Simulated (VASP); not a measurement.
# C (P6_3/mmc) in VASP: a series of runs

Runs on C. Level: PBE. Tasks: single point.

Everything below comes from runs of VASP 6.6.1. Logs are shortened: lines on timing, memory, paths and dates and some standing lists are left out, and cuts for length are marked.

### Step 1. The cell of the first run

It takes space group P6_3/mmc (No. 194, hexagonal). The conventional cell has a = 2.094 Å, b = 2.094 Å, c = 3.665 Å, α = 90.00°, β = 90.00°, γ = 120.00°. Within 2.8 Å of C (site symmetry -6m2) lie 12 C at 2.09 to 2.20 Å.

### Step 2. Single point, PBE

Input file INCAR:

```
SYSTEM = C
PREC = Accurate
ENCUT = 520
EDIFF = 1E-7
ISMEAR = 0
SIGMA = 0.02
LREAL = .FALSE.
LASPH = .TRUE.
NELM = 80
ALGO = Normal
ISIF = 2
LWAVE = .FALSE.
LCHARG = .TRUE.
GGA = PE
LELF = .TRUE.
LVHAR = .TRUE.
NBANDS = 11
```

Input file KPOINTS:

```
Automatic mesh
0
G
  11 11 6
  0 0 0
```

Input file POSCAR:

```
C
1.0
    2.0935963307      0.0000000000      0.0000000000
   -1.0467981653      1.8131076077      0.0000000000
    0.0000000000      0.0000000000      3.6652120994
C
2
Direct
    0.3333333333      0.6666666667      0.2500000000
    0.6666666667      0.3333333333      0.7500000000
```

Potentials or basis: VASP PAW PBE potentials, release 64 (C).

Run with:

```console
> cat potpaw_PBE.64/C/POTCAR > POTCAR
> mpirun -np 1 vasp_std > vasp.out
```

OUTCAR:

```text
SYSTEM = C
   PREC = Accurate
   ENCUT = 520
   EDIFF = 1E-7
   ISMEAR = 0
   LREAL = .FALSE.
   LASPH = .TRUE.
   NELM = 80
   ISIF = 2
   GGA = PE

 ion  position               nearest neighbor table
   1  0.333  0.667  0.250-
   2  0.667  0.333  0.750-

  LATTYP: Found a hexagonal cell.
 ALAT       =     2.0935963307
 C/A-ratio  =     1.7506775521

  Lattice vectors:

 A1 = (   2.0935963307,   0.0000000000,   0.0000000000)
 A2 = (  -1.0467981653,   1.8131076077,   0.0000000000)
 A3 = (   0.0000000000,   0.0000000000,   3.6652120994)

Analysis of symmetry for initial positions (statically):
=====================================================================
 Subroutine PRICEL returns:
 Original cell was already a primitive cell.

 Routine SETGRP: Setting up the symmetry group for a
 hexagonal supercell.

 Subroutine GETGRP returns: Found 24 space group operations
 (whereof 12 operations were pure point group operations)
 out of a pool of 24 trial point group operations.

The static configuration has the point symmetry D_3d.
 The point group associated with its full space group is D_6h.

Analysis of symmetry for dynamics (positions and initial velocities):
=====================================================================
 Subroutine PRICEL returns:
 Original cell was already a primitive cell.

 Routine SETGRP: Setting up the symmetry group for a
 hexagonal supercell.

 Subroutine GETGRP returns: Found 24 space group operations
 (whereof 12 operations were pure point group operations)
 out of a pool of 24 trial point group operations.

The dynamic configuration has the point symmetry D_3d.
 The point group associated with its full space group is D_6h.

 Subroutine INISYM returns: Found 24 space group operations
 (whereof 12 operations are pure point group operations),
 and found     1 'primitive' translations

----------------------------------------------------------------------------------------

                                     Primitive cell

  volume of cell :      13.9128

  direct lattice vectors                    reciprocal lattice vectors
     2.093596331  0.000000000  0.000000000     0.477646997  0.275769622  0.000000000
    -1.046798165  1.813107608  0.000000000     0.000000000  0.551539244  0.000000000
     0.000000000  0.000000000  3.665212099     0.000000000  0.000000000  0.272835507

  length of vectors
     2.093596331  2.093596331  3.665212099     0.551539244  0.551539244  0.272835507

  position of ions in fractional coordinates (direct lattice)
     0.333333333  0.666666667  0.250000000
     0.666666667  0.333333333  0.750000000

  ion indices of the primitive-cell ions
   primitive index   ion index
                 1           1
                 2           2

----------------------------------------------------------------------------------------

 KPOINTS: Automatic mesh

Automatic generation of k-mesh.
 Grid dimensions read from file:
 generate k-points for:   11   11    6

 Generating k-lattice:

  Cartesian coordinates                     Fractional coordinates (reciprocal lattice)
     0.043422454  0.025069966  0.000000000     0.090909091 -0.000000000  0.000000000
     0.000000000  0.050139931  0.000000000     0.000000000  0.090909091  0.000000000
     0.000000000  0.000000000  0.045472584     0.000000000  0.000000000  0.166666667

  Length of vectors
     0.050139931  0.050139931  0.045472584

  Shift w.r.t. Gamma in fractional coordinates (k-lattice)
     0.000000000  0.000000000  0.000000000

 Subroutine IBZKPT returns following result:
 ===========================================

 Found     64 irreducible k-points:

 Following reciprocal coordinates:
            Coordinates               Weight
  0.000000  0.000000  0.000000      1.000000
  0.090909  0.000000  0.000000      6.000000
  0.181818  0.000000  0.000000      6.000000
  0.272727  0.000000  0.000000      6.000000
  0.363636  0.000000  0.000000      6.000000
  0.454545  0.000000  0.000000      6.000000
[... 16 lines left out ...]
  0.090909  0.090909  0.166667     12.000000
  0.181818  0.090909  0.166667     24.000000
 [... further k-points ...]
   k-points           NKPTS =     64   k-points in BZ     NKDIM =     64   number of bands    NBANDS=     11
   number of dos      NEDOS =    301   number of ions     NIONS =      2
   total plane-waves  NPLWV =   7168
   dimension x,y,z NGX =    16 NGY =   16 NGZ =   28
   dimension x,y,z NGXF=    32 NGYF=   32 NGZF=   56
   ions per type =               2
   NGX,Y,Z   is equivalent  to a cutoff of  12.71, 12.71, 12.70 a.u.
   NGXF,Y,Z  is equivalent  to a cutoff of  25.41, 25.41, 25.40 a.u.
 SYSTEM =  C
   PREC   = accura    normal or accurate (medium, high low for compatibility)
   ISTART =      0    job   : 0-new  1-cont  2-samecut
   ICHARG =      2    charge: 1-file 2-atom 10-const
   ISPIN  =      1    spin polarized calculation?
   LNONCOLLINEAR =      F non collinear calculations
   LSORBIT =      F    spin-orbit coupling
   LASPH  =      T    aspherical Exc in radial PAW
   ENCUT  =  520.0 eV  38.22 Ry    6.18 a.u.   3.89  3.89  6.81*2*pi/ulx,y,z
   NELM   =     80;   NELMIN=  2; NELMDL= -5     # of ELM steps
   EDIFF  = 0.1E-06   stopping-criterion for ELM
   LREAL  =      F    real-space projection
   EDIFFG = 0.1E-05   stopping-criterion for IOM
   NSW    =      0    number of steps for IOM
   IBRION =     -1    ionic relax: 0-MD 1-quasi-New 2-CG
   NFREE  =      0    steps in history (QN), initial steepest desc. (CG)
   ISIF   =      2    stress and relaxation
   ISYM   =      2    0-nonsym 1-usesym 2-fastsym
   POTIM  = 0.5000    time-step for ionic-motion
   TEBEG  =    0.0;   TEEND  =   0.0 temperature during run
   PSTRESS=    0.0 pullay stress
   NELECT =       8.0000    total number of electrons
   NUPDOWN=      -1.0000    fix difference up-down
   EMIN   =  10.00;   EMAX   =-10.00  energy-range for DOS
   EFERMI =   0.00;   METHOD = LEGACY
   ISMEAR =     0;   SIGMA  =   0.02  broadening in eV -4-tet -1-fermi 0-gaus
   EFERMI_NEDOS =   21; number of points for ismear=-14 and -15
   IALGO  =     38    algorithm
   IMIX   =      4    mixing-type and parameters
     AMIX     =   0.40;   BMIX     =  1.00
     AMIX_MAG =   1.60;   BMIX_MAG =  1.00
  volume/ion in A,a.u.               =       6.96        46.94
  Fermi-wavevector in a.u.,A,eV,Ry     =   1.361339  2.572558 25.214913  1.853244
  Thomas-Fermi vector in A             =   2.487924
   LORBIT       =      0    0 simple, 1 ext, 2 COOP (PROOUT), +10 PAW based schemes
   GGA     = PE    functional components
   LHFCALC =     F    Hartree Fock is set to
   AEXX    =    0.0000 exact exchange contribution
   IVDW    =     0    specifies the selected vdW correction
   LEPSILON=     F    determine dielectric tensor
   LRPA    =     F    only Hartree local field effects (RPA)
 non-spin polarized calculation
 Gauss-broadening in eV      SIGMA  =   0.02
  energy-cutoff  :      520.00
  volume of cell :       13.91
 maximum number of plane-waves:       388
 NGX is ok and might be reduce to    16
   NGX =  7   NGY =  7   NGZ = 13

 number of electron       8.0000000 magnetization

 Free energy of the ion-electron system (eV)
  ---------------------------------------------------
  ext. energy  EPLUGINS =         0.00000000
  ---------------------------------------------------
  free energy    TOTEN  =        -9.50450285 eV

  energy without entropy =       -9.50443117  energy(sigma->0) =       -9.50446701

 E-fermi :   8.1251     XC(G=0): -12.9261

 val. band max:        8.0589533558   @ k =   0.4545   0.0000   0.1667
 cond. band min:       8.1446328832   @ k =   0.3636   0.0909   0.0000
 fundamental gap:      0.0856795273
 Fermi energy:         8.1250745277

 k-point     1 :       0.0000    0.0000    0.0000
  band No.  band energies     occupation
      1     -11.1518      2.00000
      2      -2.6874      2.00000
      3      -1.1590      2.00000
      4      15.4756      0.00000
      5      15.7417      0.00000
      6      15.7417      0.00000
      7      17.1297      0.00000
      8      17.1297      0.00000
      9      35.1813      0.00000
     10      35.2906      0.00000
     11      38.7813      0.00000

 k-point     2 :       0.0909    0.0000    0.0000
  band No.  band energies     occupation
      1     -10.8352      2.00000
      2      -2.4169      2.00000
      3      -0.8321      2.00000
      4      14.5306      0.00000
      5      15.2002      0.00000
      6      15.4364      0.00000
      7      16.5448      0.00000
      8      17.0192      0.00000
      9      34.3903      0.00000
     10      35.4911      0.00000
     11      35.9734      0.00000

 k-point     3 :       0.1818    0.0000    0.0000
  band No.  band energies     occupation
      1      -9.8876      2.00000
      2      -1.6087      2.00000
      3       0.1379      2.00000
      4      11.5071      0.00000
      5      14.0589      0.00000
      6      14.8486      0.00000
      7      15.2027      0.00000
      8      16.5482      0.00000
      9      30.9625      0.00000
     10      33.5775      0.00000
     11      35.4267      0.00000

 k-point     4 :       0.2727    0.0000    0.0000
  band No.  band energies     occupation
      1      -8.3163      2.00000
      2      -0.2735      2.00000
      3       1.7109      2.00000
      4       7.6581      2.00000
      5      12.3675      0.00000
      6      12.8846      0.00000
      7      14.4372      0.00000
      8      15.8562      0.00000
      9      28.2245      0.00000
     10      29.3979      0.00000
     11      34.9985      0.00000
[... 239 lines left out ...]
 k-point    22 :       0.4545    0.0000    0.1667
  band No.  band energies     occupation
      1      -3.1421      2.00000
      2       0.1661      2.00000
      3       2.4115      2.00000
      4       5.1928      2.00000
      5       8.0590      2.00000
      6      11.5614      0.00000
      7      11.6783      0.00000
      8      14.5849      0.00000
      9      25.4020      0.00000
     10      25.9881      0.00000
     11      33.4513      0.00000

 k-point    23 :       0.0909    0.0909    0.1667
  band No.  band energies     occupation
      1      -9.9441      2.00000
      2      -3.8845      2.00000
      3       2.2163      2.00000
      4      12.9941      0.00000
      5      13.8246      0.00000
      6      14.4730      0.00000
      7      15.6690      0.00000
      8      16.2282      0.00000
      9      32.7405      0.00000
     10      33.1948      0.00000
     11      34.7466      0.00000

 k-point    24 :       0.1818    0.0909    0.1667
  band No.  band energies     occupation
      1      -8.6865      2.00000
      2      -2.7038      2.00000
      3       3.3503      2.00000
      4       9.8868      0.00000
      5      12.0996      0.00000
      6      13.5033      0.00000
      7      14.5568      0.00000
      8      15.3048      0.00000
      9      29.9976      0.00000
     10      31.5396      0.00000
     11      33.1565      0.00000

 [... further k-points ...]
[... 5 lines left out ...]
  --------------------------------------------------------------------------------------
  -------------------------------------------------------------------------------------
  Total        0.0128330      0.0128330      0.0111293      0.0000000      0.0000000     -0.0000000
  in kB        1.4778212      1.4778212      1.2816267      0.0000000      0.0000000     -0.0000000
  external PRESSURE =       1.4124230 kB  Pullay stress =       0.0000000 kB

 VOLUME and BASIS-vectors are now :
 -----------------------------------------------------------------------------
  energy-cutoff  :      520.00
  volume of cell :       13.91
      direct lattice vectors                 reciprocal lattice vectors
     2.093596331  0.000000000  0.000000000     0.477646997  0.275769622  0.000000000
    -1.046798165  1.813107608  0.000000000     0.000000000  0.551539244  0.000000000
     0.000000000  0.000000000  3.665212099     0.000000000  0.000000000  0.272835507

 POSITION                                       TOTAL-FORCE (eV/Angst)
 -----------------------------------------------------------------------------------
     -0.00000      1.20874      0.91630        -0.000000     -0.000000      0.000000
      1.04680      0.60437      2.74891         0.000000      0.000000      0.000000
 -----------------------------------------------------------------------------------
    total drift:                                0.000000     -0.000000      0.000000

  FREE ENERGIE OF THE ION-ELECTRON SYSTEM (eV)
  ---------------------------------------------------
  free  energy   TOTEN  =        -9.5045028517 eV

  energy  without entropy=       -9.5044311724  energy(sigma->0) =       -9.50446701
```

Wall time 9.5 s (1 thread of Intel Xeon Platinum 8375C at 2.90GHz (Ice Lake), shared host); peak memory 0.12 GiB.

Results:

```
Free energy            : -9.5045 eV
Pressure               : 0.1 GPa
Band gap on the k mesh : zero (band 4 reaches 15.48 eV, above the bottom of band 5 at 4.45 eV)
```

Levels at points of the mesh, in eV from the Fermi level:
| k point | band 1 | band 2 | band 3 | band 4 | band 5 | band 6 | band 7 | band 8 |
| --- | --- | --- | --- | --- | --- | --- | --- | --- |
| (0.00, 0.00, 0.00) | -19.28 | -10.81 | -9.28 | 7.35 | 7.62 | 7.62 | 9.00 | 9.00 |
| (0.00, 0.00, 0.50) | -16.95 | -16.95 | 0.27 | 0.27 | 8.31 | 8.31 | 8.31 | 8.31 |

(Part 1 of 2 ends here.)
